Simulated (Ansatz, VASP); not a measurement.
# GaP in VASP and in Ansatz

```xyz
4
Lattice="2.7593 1.5931 6.7252 -2.7593 1.5931 6.7252 0.0000 -3.1862 6.7252" Properties=species:S:1:pos:R:3 pbc="T T T"
Ga    0.0000    0.0000    7.5638
Ga    0.0000    0.0000   12.6119
P     0.0000    0.0000    1.0164
P     0.0000    0.0000   19.1593
```

Alike in both runs: functional PBE; k mesh 1 × 1 × 1; occupations gaussian, width 0.02 eV; no spin polarisation.

Ansatz relaxed the structure, and its values are those at the end. VASP's run is a single point on that final structure, the one shown.

|  | VASP | Ansatz |
| --- | --- | --- |
| version | VASP 6.6.1 | Ansatz 0.2.0 |
| potentials or method | VASP PAW PBE potentials, release 64 (Ga_d, P), cutoff 520 eV | scalar-relativistic, plane waves, PAW |
| valence electrons in the cell | 36 | 36 |

```csv
,VASP,Ansatz,Ansatz less VASP
pressure (GPa),0.0,0.0,+0.05
rms of the force components (eV/Å),0.031,0.000,-0.0309
```

The functional is the same, so the differences come from potentials, cutoffs and numerics.

The k mesh is coarse, so the values compare programs but aren't converged.
